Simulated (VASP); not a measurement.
A run of VASP 6.6.1:

The input POSCAR:

```
Sn
1.0
   -2.9788309508      2.9788309508      1.6203478496
    2.9788309508     -2.9788309508      1.6203478496
    2.9788309508      2.9788309508     -1.6203478496
Sn
2
Direct
    0.0000000000      0.0000000000      0.0000000000
    0.7500000000      0.2500000000      0.5000000000
```

The input INCAR.step1:

```
SYSTEM = Sn
ALGO = Normal ; EDIFF = 1E-4
ENCUT = 520 ; GGA = PE
ISMEAR = -1 ; LASPH = .TRUE.
LCHARG = .FALSE. ; LREAL = .FALSE.
LWAVE = .TRUE. ; NBANDS = 21
NELM = 100 ; PREC = Accurate
SIGMA = 0.05
```

File INCAR.step2:

```
SYSTEM = Sn
ALGO = Normal ; EDIFF = 1E-6
ENCUT = 520 ; ISIF = 2
ISMEAR = -1 ; ISTART = 1
LASPH = .TRUE. ; LCHARG = .FALSE.
LMIXTAU = .TRUE. ; LREAL = .FALSE.
LWAVE = .FALSE. ; METAGGA = R2SCAN
NBANDS = 21 ; NELM = 100
PREC = Accurate ; SIGMA = 0.05
```

File KPOINTS:

```
k-points
0
G
  9 9 9
  0 0 0
```

Potentials or basis: VASP PAW PBE potentials, release 64 (Sn_d).

Command:

```sh
$ cat potpaw_PBE.64/Sn_d/POTCAR > POTCAR
$ cp INCAR.step1 INCAR
$ mpirun -np 1 vasp_std > vasp.out
$ cp INCAR.step2 INCAR
$ mpirun -np 1 vasp_std > vasp.out
```

Hardware: 1 thread of Intel(R) Xeon(R) Platinum 8259CL CPU @ 2.50GHz (Skylake/Cascade Lake), on a shared host.

Task: How long does it take, and how much memory?

Result: Run time: 5.6 min on 1 thread of Intel(R) Xeon(R) Platinum 8259CL CPU @ 2.50GHz (Skylake/Cascade Lake), with other jobs on the host, peak memory 0.25 GiB. Counts: k points 75.
